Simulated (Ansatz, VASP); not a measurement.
**Two plane-wave programs on ScAlSbP3**

```xyz
6
Lattice="5.3108 0.0000 0.0000 -2.6554 4.5993 0.0000 0.0000 0.0000 5.1996" Properties=species:S:1:pos:R:3 pbc="T T T"
Sc    0.0000    0.0000    0.0000
Al    2.6554    1.5331    0.0000
Sb    0.0000    3.0662    0.0000
P     3.7679    2.1754    2.5998
P     1.5429    2.1754    2.5998
P     2.6554    0.2485    2.5998
```

Change from the starting cell: species swapped into the YSiBRh3 type (P-6m2, No. 187).

Alike in both runs: functional PBE; k mesh 6 × 6 × 10; occupations gaussian, width 0.1 eV; collinear spin.

Ansatz relaxed the structure, and its values are those at the end. VASP's run is a single point on that final structure, the one shown.

|  | VASP | Ansatz |
| --- | --- | --- |
| version | VASP 6.6.1 | Ansatz 0.2.0 |
| potentials or method | VASP PAW PBE potentials, release 64 (Sc_sv, Al, Sb, P), cutoff 520 eV | scalar-relativistic, plane waves, PAW |
| valence electrons in the cell | 34 | 44 |

```csv
,VASP,Ansatz,Ansatz less VASP
gap on the k mesh at the Fermi level (eV),none,none,-
pressure (GPa),-0.1,0.0,+0.12
rms of the force components (eV/Å),0.035,0.000,-0.0346
net moment per atom (μB),0.00,0.00,0.000
```

A gap of «none» marks a metal or a gap that the smearing closes. VASP's potentials hold 34 valence electrons a cell and Ansatz's 44, so a difference there can come from the potentials and not from the codes. Ansatz's warnings: seeded moment not kept.

Neither program's run includes spin-orbit coupling.
